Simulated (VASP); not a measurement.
# C: single point with PBE

C:

```
CELL_PARAMETERS angstrom
0.00000 2.12700 3.34800
1.22800 0.00000 3.34800
1.22800 2.12700 0.00000
ATOMIC_POSITIONS crystal
C 0.16667 0.83333 0.16667
C 0.83333 0.16667 0.83333
```

| Item | Value |
| --- | --- |
| Program | VASP 6.6.1 |
| Task | single point |
| Functional | PBE |
| Potentials or basis | VASP PAW PBE potentials, release 64 (C) |
| Cutoff | 520 eV |
| k mesh | 14 × 14 × 14 |
| Occupations | gaussian, width 0.05 eV |
| Spin | no spin polarisation |
| Dipole correction | no |
| Further INCAR settings | ALGO = Normal; EDIFF = 1e-07; NBANDS = 11 |

| Quantity | Value |
| --- | --- |
| Pressure | 5.1 GPa |
| Largest force | 0.031 eV/Å |

Forces on the atoms (eV/Å):
```
C    0.000  0.031  0.000
C    0.000 -0.031  0.000
```

Stress tensor (GPa, compression positive):
```
5.61 0.00 0.00
0.00 5.62 0.00
0.00 0.00 3.95
```

Run time: 38 s on 1 thread of Intel(R) Xeon(R) 6975P-C (Granite Rapids) (shared host), peak memory 0.18 GiB.

Caveat: the cell stands under pressure; this functional lacks dispersion, which binds layers or chains, so the pressure and a relaxed spacing across them are unreliable.
